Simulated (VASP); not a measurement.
Write the native input for VASP 6.6.1 that does the following.

```
Task                   : single point
Functional             : LDA
Potentials or basis    : VASP PAW LDA potentials, release 64 (Al, N)
Cutoff                 : 520 eV
k mesh                 : 8 × 8 × 5
Occupations            : gaussian, width 0.03 eV
Spin                   : no spin polarisation
Dipole correction      : no
Further INCAR settings : ALGO = Normal; EDIFF = 1e-06; NBANDS = 16
```

The structure of AlN lies in POSCAR:

```
AlN
1.0
    3.1296659992      0.0000000000      0.0000000000
   -1.5648329996      2.7103702607      0.0000000000
    0.0000000000      0.0000000000      4.9810000000
Al N
2 2
Direct
    0.3333333333      0.6666666667     -0.0003626895
    0.6666666667      0.3333333333      0.4996373105
    0.3333333333      0.6666666667      0.3823626895
    0.6666666667      0.3333333333      0.8823626895
```

One way to write it, as run:

INCAR

```
PREC = Accurate
ENCUT = 520
EDIFF = 1E-6
ISMEAR = 0
SIGMA = 0.03
LREAL = F
LASPH = T
NELM = 60
ALGO = Normal
ISIF = 2
LWAVE = F
LCHARG = T
LELF = T
LVHAR = T
NBANDS = 16
```

KPOINTS

```
Automatic mesh
0
Gamma
  8 8 5
```

Potentials or basis: VASP PAW LDA potentials, release 64 (Al, N).

Launch:

```console
$ cat potpaw_LDA.64/Al/POTCAR potpaw_LDA.64/N/POTCAR > POTCAR
$ mpirun -np 1 vasp_std > vasp.out
```

It gave:

| Item | Value |
| --- | --- |
| Pressure | -6.3 GPa |
| Band gap on the k mesh | 4.10 eV |

Caveat: the cell stands under tension.

It took 24 s on 1 thread of Intel Xeon 8259CL, with other jobs on the host, peak memory 0.14 GiB.
